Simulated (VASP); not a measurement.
Runs of VASP 6.6.1 on SiC. The structure is that of space group I-4m2 (No. 119), or close to it. The cells are those of the table. 

```csv
cell,gap on the mesh (eV),pressure (GPa)
"a = 3.138, b = 3.138, c = 3.252 Å, angles 58.8, 58.8, 62.4°, 2 atoms",0.75,-13.6
"a = 3.098, b = 3.098, c = 3.174 Å, angles 59.2, 59.2, 61.6°, 2 atoms",(c),-5.1
"a = 3.060, b = 3.060, c = 3.174 Å, angles 58.8, 58.8, 62.5°, 2 atoms",0.64,-0.1
"a = 3.101, b = 3.101, c = 3.252 Å, angles 58.4, 58.4, 63.2°, 2 atoms",0.51,(b)
"a = 3.175, b = 3.175, c = 3.252 Å, angles 59.2, 59.2, 61.6°, 2 atoms",1.00,(d)
"a = 3.101, b = 3.101, c = 2.942 Å, angles 61.7, 61.7, 56.6°, 2 atoms",0.75,11.9
"a = 3.021, b = 3.021, c = 3.097 Å, angles 59.2, 59.2, 61.7°, 2 atoms",0.80,(a)
```

Alike in all rows: task single point; level PBE; potentials or basis VASP PAW PBE potentials, release 64 (Si, C); no spin polarisation; k mesh 10 × 10 × 10; cutoff (eV) 520; smearing gaussian 0.05 eV.

Question: Estimate the missing entries.

Answer: (a) 11.7; (b) -9.6; (c) 0.90; (d) -17.2.

A k mesh can miss the band edges.
